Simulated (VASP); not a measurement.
# Y2Ga: relaxation of cell and atoms with PBE

Y2Ga:

```
CELL_PARAMETERS angstrom
6.13249 0.00000 0.00000
0.00000 6.13249 0.00000
0.00000 0.00000 6.13249
ATOMIC_POSITIONS crystal
Y 0.25000 0.25000 0.25000
Y 0.25000 0.75000 0.75000
Y 0.75000 0.75000 0.25000
Y 0.75000 0.25000 0.75000
Ga 0.00000 0.00000 0.00000
Ga 0.50000 0.50000 0.50000
```

| Quantity | Value |
| --- | --- |
| Program | VASP 6.6.1 |
| Task | relaxation of cell and atoms |
| Functional | PBE |
| Potentials or basis | VASP PAW PBE potentials, release 64 (Y_sv, Ga_d) |
| Cutoff | 500 eV |
| k mesh | 6 × 6 × 6 |
| Occupations | gaussian, width 0.1 eV |
| Spin | no spin polarisation |
| Dipole correction | no |
| Further INCAR settings | ALGO = Normal; EDIFF = 1e-07; IBRION = 2; EDIFFG = -0.01; NSW = 100; ISIF = 3 |

```
Relaxed volume                        : 38.86 Å³/atom
Relaxed cell                          : a = 6.155 Å, b = 6.155 Å, c = 6.155 Å, α = 90.00°, β = 90.00°, γ = 90.00°
Space group after relaxing (to 0.1 Å) : Pn-3m (No. 224)
Energy gained by relaxing             : 0.5 meV/atom
Ionic steps                           : 3
Pressure after relaxing               : 0.0 GPa
Band gap on the k mesh                : zero (bands 35 and 36 overlap by 0.86 eV)
```

The path:
| step | energy change (eV) | largest force (eV/Å) | pressure (GPa) | volume (Å³) |
| --- | --- | --- | --- | --- |
| 1 | 0.0000 | 0.0000 | 0.37 | 230.63 |
| 2 | -0.0028 | 0.0000 | -0.06 | 233.60 |
| 3 | -0.0029 | 0.0000 | 0.00 | 233.16 |

Final structure:
```
CELL_PARAMETERS angstrom
6.15485 0.00000 0.00000
0.00000 6.15485 0.00000
0.00000 0.00000 6.15485
ATOMIC_POSITIONS crystal
Y 0.25000 0.25000 0.25000
Y 0.25000 0.75000 0.75000
Y 0.75000 0.75000 0.25000
Y 0.75000 0.25000 0.75000
Ga 0.00000 0.00000 0.00000
Ga 0.50000 0.50000 0.50000
```

Levels at points of the mesh, in eV from the Fermi level:
| k point | band 31 | band 32 | band 33 | band 34 | band 35 | band 36 | band 37 | band 38 | band 39 | band 40 |
| --- | --- | --- | --- | --- | --- | --- | --- | --- | --- | --- |
| (0.00, 0.00, 0.00) | -1.96 | -1.81 | -0.03 | -0.03 | 0.68 | 0.68 | 0.68 | 0.85 | 0.85 | 1.52 |
| (0.50, 0.00, 0.00) | -0.94 | -0.94 | -0.84 | -0.84 | -0.10 | -0.10 | 0.29 | 0.29 | 1.16 | 1.16 |
| (0.50, 0.50, 0.00) | -0.70 | -0.70 | -0.36 | -0.36 | -0.19 | -0.19 | 0.34 | 0.34 | 1.30 | 1.30 |
| (0.50, 0.50, 0.50) | -1.99 | -0.75 | -0.75 | -0.75 | 0.01 | 0.01 | 0.01 | 1.12 | 1.12 | 1.41 |

Run time: 4.5 min on 1 thread of Intel(R) Xeon(R) 6975P-C (Granite Rapids) (shared host), peak memory 0.44 GiB.
